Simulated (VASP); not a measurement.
# NiO (rock salt type) (Fm-3m) in VASP: notebook

NiO (rock salt type) is run at these levels: r2SCAN; tasks: single point.

All numbers are computed with VASP 6.6.1; they aren't measurements. Logs are shortened: lines on timing, memory, paths and dates and some standing lists are left out, and cuts for length are marked.

**1. The cell of the first run**

The structure is cubic, space group Fm-3m (No. 225). Conventional cell: a = 4.046 Å, b = 4.046 Å, c = 4.046 Å, α = 90.00°, β = 90.00°, γ = 90.00°. Within 2.7 Å of Ni (site symmetry m-3m) lie 6 O at 2.02 Å. Within 2.7 Å of O (site symmetry m-3m) lie 6 Ni at 2.02 Å.

**2. Single point, r2SCAN**

File POSCAR:

```
NiO
1.0
    0.0000000000      2.0228196542      2.0228196542
    2.0228196542      0.0000000000      2.0228196542
    2.0228196542      2.0228196542      0.0000000000
Ni O
1 1
Direct
    0.0000000000      0.0000000000      0.0000000000
    0.5000000000      0.5000000000      0.5000000000
```

File INCAR.step1:

```
SYSTEM = NiO
PREC = Accurate
ENCUT = 520
ISMEAR = -1
SIGMA = 0.1
LREAL = .False.
LASPH = .True.
NELM = 80
NBANDS = 15
GGA = PE
ALGO = Normal
EDIFF = 1E-4
LWAVE = .True.
LCHARG = .False.
```

File INCAR.step2:

```
SYSTEM = NiO
PREC = Accurate
ENCUT = 520
EDIFF = 1E-6
ISMEAR = -1
SIGMA = 0.1
LREAL = .False.
LASPH = .True.
NELM = 80
ALGO = Normal
ISIF = 2
LWAVE = .False.
LCHARG = .False.
METAGGA = R2SCAN
LMIXTAU = .True.
NBANDS = 15
ISTART = 1
```

File KPOINTS:

```
Automatic mesh
0
Gamma
  14 14 14
  0 0 0
```

Potentials or basis: VASP PAW PBE potentials, release 64 (Ni, O).

Launch:

```sh
cat potpaw_PBE.64/Ni/POTCAR potpaw_PBE.64/O/POTCAR > POTCAR
cp INCAR.step1 INCAR
mpirun -np 1 vasp_std > vasp.out
cp INCAR.step2 INCAR
mpirun -np 1 vasp_std > vasp.out
```

OUTCAR:

```text
SYSTEM = NiO
   PREC = Accurate
   ENCUT = 520
   EDIFF = 1E-6
   ISMEAR = -1
   LREAL = .False.
   LASPH = .True.
   NELM = 80
   ISIF = 2
   METAGGA = R2SCAN
   ISTART = 1

 ion  position               nearest neighbor table
   1  0.000  0.000  0.000-   2 2.02   2 2.02   2 2.02   2 2.02   2 2.02   2 2.02
   2  0.500  0.500  0.500-   1 2.02   1 2.02   1 2.02   1 2.02   1 2.02   1 2.02

  LATTYP: Found a face centered cubic cell.
 ALAT       =     4.0456393084

  Lattice vectors:

 A1 = (   0.0000000000,   2.0228196542,   2.0228196542)
 A2 = (   2.0228196542,   0.0000000000,   2.0228196542)
 A3 = (   2.0228196542,   2.0228196542,   0.0000000000)

Analysis of symmetry for initial positions (statically):
=====================================================================
 Subroutine PRICEL returns:
 Original cell was already a primitive cell.

 Routine SETGRP: Setting up the symmetry group for a
 face centered cubic supercell.

 Subroutine GETGRP returns: Found 48 space group operations
 (whereof 48 operations were pure point group operations)
 out of a pool of 48 trial point group operations.

The static configuration has the point symmetry O_h .

Analysis of symmetry for dynamics (positions and initial velocities):
=====================================================================
 Subroutine PRICEL returns:
 Original cell was already a primitive cell.

 Routine SETGRP: Setting up the symmetry group for a
 face centered cubic supercell.

 Subroutine GETGRP returns: Found 48 space group operations
 (whereof 48 operations were pure point group operations)
 out of a pool of 48 trial point group operations.

The dynamic configuration has the point symmetry O_h .

 Subroutine INISYM returns: Found 48 space group operations
 (whereof 48 operations are pure point group operations),
 and found     1 'primitive' translations

----------------------------------------------------------------------------------------

                                     Primitive cell

  volume of cell :      16.5539

  direct lattice vectors                    reciprocal lattice vectors
     0.000000000  2.022819654  2.022819654    -0.247179722  0.247179722  0.247179722
     2.022819654  0.000000000  2.022819654     0.247179722 -0.247179722  0.247179722
     2.022819654  2.022819654  0.000000000     0.247179722  0.247179722 -0.247179722

  length of vectors
     2.860698989  2.860698989  2.860698989     0.428127837  0.428127837  0.428127837

  position of ions in fractional coordinates (direct lattice)
     0.000000000  0.000000000  0.000000000
     0.500000000  0.500000000  0.500000000

  ion indices of the primitive-cell ions
   primitive index   ion index
                 1           1
                 2           2

----------------------------------------------------------------------------------------

 KPOINTS: Automatic mesh

Automatic generation of k-mesh.
 Grid dimensions read from file:
 generate k-points for:   14   14   14

 Generating k-lattice:

  Cartesian coordinates                     Fractional coordinates (reciprocal lattice)
    -0.017655694  0.017655694  0.017655694     0.071428571  0.000000000  0.000000000
     0.017655694 -0.017655694  0.017655694     0.000000000  0.071428571  0.000000000
     0.017655694  0.017655694 -0.017655694     0.000000000  0.000000000  0.071428571

  Length of vectors
     0.030580560  0.030580560  0.030580560

  Shift w.r.t. Gamma in fractional coordinates (k-lattice)
     0.000000000  0.000000000  0.000000000

 Subroutine IBZKPT returns following result:
 ===========================================

 Found    104 irreducible k-points:

 Following reciprocal coordinates:
            Coordinates               Weight
  0.000000  0.000000  0.000000      1.000000
  0.071429  0.000000  0.000000      8.000000
  0.142857  0.000000  0.000000      8.000000
  0.214286  0.000000  0.000000      8.000000
  0.285714  0.000000  0.000000      8.000000
  0.357143  0.000000  0.000000      8.000000
[... 16 lines left out ...]
  0.214286  0.142857  0.000000     24.000000
  0.285714  0.142857  0.000000     24.000000
 [... further k-points ...]
   k-points           NKPTS =    104   k-points in BZ     NKDIM =    104   number of bands    NBANDS=     15
   number of dos      NEDOS =    301   number of ions     NIONS =      2
   total plane-waves  NPLWV =  13824
   dimension x,y,z NGX =    24 NGY =   24 NGZ =   24
   dimension x,y,z NGXF=    48 NGYF=   48 NGZF=   48
   ions per type =               1   1
   NGX,Y,Z   is equivalent  to a cutoff of  13.95, 13.95, 13.95 a.u.
   NGXF,Y,Z  is equivalent  to a cutoff of  27.89, 27.89, 27.89 a.u.
 SYSTEM =  NiO
   PREC   = accura    normal or accurate (medium, high low for compatibility)
   ISTART =      1    job   : 0-new  1-cont  2-samecut
   ICHARG =      0    charge: 1-file 2-atom 10-const
   ISPIN  =      1    spin polarized calculation?
   LNONCOLLINEAR =      F non collinear calculations
   LSORBIT =      F    spin-orbit coupling
   LASPH  =      T    aspherical Exc in radial PAW
   ENCUT  =  520.0 eV  38.22 Ry    6.18 a.u.   5.32  5.32  5.32*2*pi/ulx,y,z
   NELM   =     80;   NELMIN=  2; NELMDL=  0     # of ELM steps
   EDIFF  = 0.1E-05   stopping-criterion for ELM
   LREAL  =      F    real-space projection
   EDIFFG = 0.1E-04   stopping-criterion for IOM
   NSW    =      0    number of steps for IOM
   IBRION =     -1    ionic relax: 0-MD 1-quasi-New 2-CG
   NFREE  =      0    steps in history (QN), initial steepest desc. (CG)
   ISIF   =      2    stress and relaxation
   ISYM   =      2    0-nonsym 1-usesym 2-fastsym
   POTIM  = 0.5000    time-step for ionic-motion
   TEBEG  =    0.0;   TEEND  =   0.0 temperature during run
   PSTRESS=    0.0 pullay stress
   NELECT =      16.0000    total number of electrons
   NUPDOWN=      -1.0000    fix difference up-down
   EMIN   =  10.00;   EMAX   =-10.00  energy-range for DOS
   EFERMI =   0.00;   METHOD = LEGACY
   ISMEAR =    -1;   SIGMA  =   0.10  broadening in eV -4-tet -1-fermi 0-gaus
   EFERMI_NEDOS =   21; number of points for ismear=-14 and -15
   IALGO  =     38    algorithm
   IMIX   =      4    mixing-type and parameters
     AMIX     =   0.40;   BMIX     =  1.00
     AMIX_MAG =   1.60;   BMIX_MAG =  1.00
  volume/ion in A,a.u.               =       8.28        55.86
  Fermi-wavevector in a.u.,A,eV,Ry     =   1.618630  3.058768 35.646774  2.619964
  Thomas-Fermi vector in A             =   2.712862
   LORBIT       =      0    0 simple, 1 ext, 2 COOP (PROOUT), +10 PAW based schemes
   METAGGA = R2SCAN    functional components
   LHFCALC =     F    Hartree Fock is set to
   AEXX    =    0.0000 exact exchange contribution
   IVDW    =     0    specifies the selected vdW correction
   LEPSILON=     F    determine dielectric tensor
   LRPA    =     F    only Hartree local field effects (RPA)
 non-spin polarized calculation
  energy-cutoff  :      520.00
  volume of cell :       16.55
 maximum number of plane-waves:       459
 NGX is ok and might be reduce to    24
   NGX = 11   NGY = 11   NGZ = 11

 number of electron      16.0000005 magnetization

 Free energy of the ion-electron system (eV)
  ---------------------------------------------------
  ext. energy  EPLUGINS =         0.00000000
  ---------------------------------------------------
  free energy    TOTEN  =       -19.26513236 eV

  energy without entropy =      -19.21153275  energy(sigma->0) =      -19.23833255

 E-fermi :   9.3502     XC(G=0): -14.0457

 val. band max:        9.3452285847   @ k =  -0.3571   0.4286   0.1429
 cond. band min:       9.3781755001   @ k =   0.2857   0.2143   0.0714
 fundamental gap:      0.0329469154
 Fermi energy:         9.3502234385

 k-point     1 :       0.0000    0.0000    0.0000
  band No.  band energies     occupation
      1     -13.3476      2.00000
      2       5.4648      2.00000
      3       5.4648      2.00000
      4       5.4648      2.00000
      5       6.7541      2.00000
      6       6.7541      2.00000
      7       6.7541      2.00000
      8       7.5399      2.00000
      9       7.5401      2.00000
     10      11.8998      0.00000
     11      28.2007      0.00000
     12      29.6951      0.00000
     13      29.6951      0.00000
     14      29.6951      0.00000
     15      34.6219      0.00000

 k-point     2 :       0.0714    0.0000    0.0000
  band No.  band energies     occupation
      1     -13.2808      2.00000
      2       4.9608      2.00000
      3       5.1707      2.00000
      4       5.1707      2.00000
      5       6.8297      2.00000
      6       6.8297      2.00000
      7       6.9239      2.00000
      8       7.8307      2.00000
      9       7.8309      2.00000
     10      12.2568      0.00000
     11      26.9575      0.00000
     12      29.5746      0.00000
     13      29.5746      0.00000
     14      30.5492      0.00000
     15      33.8188      0.00000

 k-point     3 :       0.1429    0.0000    0.0000
  band No.  band energies     occupation
      1     -13.0900      2.00000
      2       3.9129      2.00000
      3       4.5976      2.00000
      4       4.5976      2.00000
      5       6.9749      2.00000
      6       6.9749      2.00000
      7       7.1647      2.00000
      8       8.4642      1.99972
      9       8.4644      1.99972
     10      13.1266      0.00000
     11      25.1491      0.00000
     12      29.0134      0.00000
     13      29.0134      0.00000
     14      31.2922      0.00000
     15      33.0740      0.00000
[... 343 lines left out ...]
 k-point    23 :       0.2143    0.1429    0.0000
  band No.  band energies     occupation
      1     -12.8121      2.00000
      2       2.6706      2.00000
      3       4.3857      2.00000
      4       4.4861      2.00000
      5       6.5562      2.00000
      6       7.4927      2.00000
      7       7.6506      2.00000
      8       8.0434      2.00000
      9       9.0533      1.90235
     10      14.5402      0.00000
     11      24.4164      0.00000
     12      26.6824      0.00000
     13      27.9002      0.00000
     14      28.8569      0.00000
     15      35.2434      0.00000

 k-point    24 :       0.2857    0.1429    0.0000
  band No.  band energies     occupation
      1     -12.5316      2.00000
      2       1.9571      2.00000
      3       3.7581      2.00000
      4       4.0365      2.00000
      5       6.7248      2.00000
      6       7.5801      2.00000
      7       7.7954      2.00000
      8       8.6218      1.99863
      9       9.5587      0.22110
     10      15.4545      0.00000
     11      23.0374      0.00000
     12      25.3001      0.00000
     13      27.2712      0.00000
     14      29.7475      0.00000
     15      35.6892      0.00000

 [... further k-points ...]
[... 5 lines left out ...]
  --------------------------------------------------------------------------------------
  -------------------------------------------------------------------------------------
  Total        1.3643561      1.3643561      1.3643561      0.0000000      0.0000000      0.0000000
  in kB      132.0495225    132.0495225    132.0495225      0.0000000      0.0000000      0.0000000
  external PRESSURE =     132.0495225 kB  Pullay stress =       0.0000000 kB

 VOLUME and BASIS-vectors are now :
 -----------------------------------------------------------------------------
  energy-cutoff  :      520.00
  volume of cell :       16.55
      direct lattice vectors                 reciprocal lattice vectors
     0.000000000  2.022819654  2.022819654    -0.247179722  0.247179722  0.247179722
     2.022819654  0.000000000  2.022819654     0.247179722 -0.247179722  0.247179722
     2.022819654  2.022819654  0.000000000     0.247179722  0.247179722 -0.247179722

 POSITION                                       TOTAL-FORCE (eV/Angst)
 -----------------------------------------------------------------------------------
      0.00000      0.00000      0.00000         0.000000      0.000000      0.000000
      2.02282      2.02282      2.02282        -0.000000     -0.000000     -0.000000
 -----------------------------------------------------------------------------------
    total drift:                                0.000000     -0.000000     -0.000000

  FREE ENERGIE OF THE ION-ELECTRON SYSTEM (eV)
  ---------------------------------------------------
  free  energy   TOTEN  =       -19.2651323603 eV

  energy  without entropy=      -19.2115327466  energy(sigma->0) =      -19.23833255
```

Wall time 38 s (1 thread of Intel Xeon 6975P-C (Granite Rapids), shared host); peak memory 0.16 GiB.

Results:

```yaml
Free_energy: -19.2651 eV
Pressure: 13.2 GPa
Band_gap_on_the_k_mesh: zero (band 8 reaches 10.81 eV, above the bottom of band 9 at 7.54 eV)
```

Caveat: the PAW data sets were made with another functional, which shifts forces and pressure a little; the run has no spin polarisation, though such a crystal can be magnetic; semilocal functionals often make such compounds metallic where correlation or magnetic order opens a gap, which also shifts bond lengths.

[end of part 1 of 2]
